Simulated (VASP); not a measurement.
Wanted: the native input for a VASP 6.6.1 run.

```
Task                   : relaxation of cell and atoms
Functional             : PBE
Potentials or basis    : VASP PAW PBE potentials, release 64 (Ni, Si)
Cutoff                 : 600 eV
k mesh                 : 16 × 16 × 14
Occupations            : fermi-dirac, width 0.08 eV
Spin                   : no spin polarisation
Target pressure        : 61 GPa
Dipole correction      : no
Further INCAR settings : ALGO = Normal; EDIFF = 1e-07; IBRION = 2; EDIFFG = -0.005; NSW = 32; ISIF = 3
```

The structure of SiNi (WC type) lies in POSCAR:

```
SiNi
1.0
    2.4875289832      0.0000000000      0.0000000000
   -1.2437644916      2.1542632921      0.0000000000
    0.0000000000      0.0000000000      3.5096121413
Ni Si
1 1
Direct
    0.0000000000      0.0000000000      0.0000000000
    0.3333333333      0.6666666667      0.5000000000
```

One way to write it, as run:

INCAR

```
PREC = Accurate
ENCUT = 600
EDIFF = 1E-7
ISMEAR = -1
SIGMA = 0.08
LREAL = False
LASPH = True
NELM = 60
ALGO = Normal
ISIF = 3
LWAVE = False
LCHARG = False
GGA = PE
IBRION = 2
NSW = 32
EDIFFG = -0.005
PSTRESS = 610.0
```

KPOINTS

```
regular mesh
0
Gamma
  16 16 14
```

Potentials or basis: VASP PAW PBE potentials, release 64 (Ni, Si).

Launch:

```bash
$ cat potpaw_PBE.64/Ni/POTCAR potpaw_PBE.64/Si/POTCAR > POTCAR
$ mpirun -np 1 vasp_std > vasp.out
```

Results of the run:

```
Relaxed volume                                         : 9.40 Å³/atom
Relaxed cell                                           : a = 2.486 Å, b = 2.486 Å, c = 3.513 Å, α = 90.00°, β = 90.00°, γ = 120.00°
Space group after relaxing (to 0.05 Å)                 : P-6m2 (No. 187)
Energy change on relaxing (the enthalpy is what falls) : +1.9 meV/atom
Ionic steps                                            : 5
Pressure after relaxing                                : 61.0 GPa
Band gap on the k mesh                                 : zero (band 7 reaches 15.87 eV, above the bottom of band 8 at 14.43 eV)
```

Caveat: the cell is relaxed towards a set pressure, so the enthalpy falls and the energy may rise.

It took 74 s on 1 thread of AMD EPYC 9R45 96-Core Processor (Zen 5), on a shared host, peak memory 0.16 GiB.
